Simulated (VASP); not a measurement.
A run of VASP 6.6.1 is set up as follows.

The input INCAR:

```
PREC = Accurate ; ENCUT = 520
EDIFF = 1E-6 ; ISMEAR = -1
SIGMA = 0.05 ; LREAL = Auto
LASPH = T ; NELM = 100
ALGO = Normal ; ISIF = 2
LWAVE = F ; LCHARG = F
NBANDS = 52
```

File KPOINTS:

```
regular mesh
0
Gamma
  1 1 1
```

POSCAR

```
SiH5Cl
1.0
    7.7059940000      0.0000000000      0.0000000000
    0.0000000000      7.7059940000      0.0000000000
    0.0000000000      0.0000000000      7.7059940000
Cl H Si
4 20 4
Direct
    0.6496241757      0.4462370461      0.9039197279
    0.3725022366      0.5385028849      0.5740077140
    0.5807167771      0.1375163282      0.1876720901
    0.3153648965      1.0527908535      0.8787315433
    0.7097332284      0.5662734749      0.8134057722
    0.3164679339      0.3989751355      0.6742024455
    0.7062164855      0.1933949079      0.0873994971
    0.1498963015      0.9603044072      0.9256171235
    0.0331170774      0.2557878971      0.1427460234
    0.2944071848      0.3679603176      0.0103166444
    0.0333506618      0.5413058977      0.0088891842
    0.1986375800      0.5044514699      0.2760837862
    0.1266806073      0.8396061559      0.5462501009
    0.2428499166      1.1041275142      0.3882302530
    0.4878929311      0.9559830958      0.5749420516
    0.3350249170      0.8516097988      0.2728395584
    0.9551266196      0.7592012140      0.7013241900
    0.9307300265      1.0012335852      0.5639376309
    0.6659750838      0.8661179856      0.7017913588
    0.8751369389      0.9808209038      0.8998579547
    0.7504417989      0.7691674818      0.4448874474
    0.7221391556      0.4435118948      0.4780175017
    0.5640414462      0.5692451876      0.2167273943
    0.8769277526      0.5732031455      0.2669350638
    0.1392941650      0.4119909774      0.1077213400
    0.3144694896      0.9376986278      0.4573712359
    0.8511685838      0.9144180491      0.7248902608
    0.7100057436      0.6017263964      0.3485079277
```

Potentials or basis: VASP PAW LDA potentials, release 64 (Cl, H, Si).

Run with:

```bash
$ cat potpaw_LDA.64/Cl/POTCAR potpaw_LDA.64/H/POTCAR potpaw_LDA.64/Si/POTCAR > POTCAR
$ mpirun -np 1 vasp_gam > vasp.out
```

(1) Estimate the pressure.

(2) Estimate the largest force.

(3) Estimate the band gap on the k mesh.

## Answers

(1) -1.4 GPa.

(2) 3.512 eV/Å.

(3) 3.79 eV.

Caveat: the k points lie up to 0.82 Å⁻¹ apart.
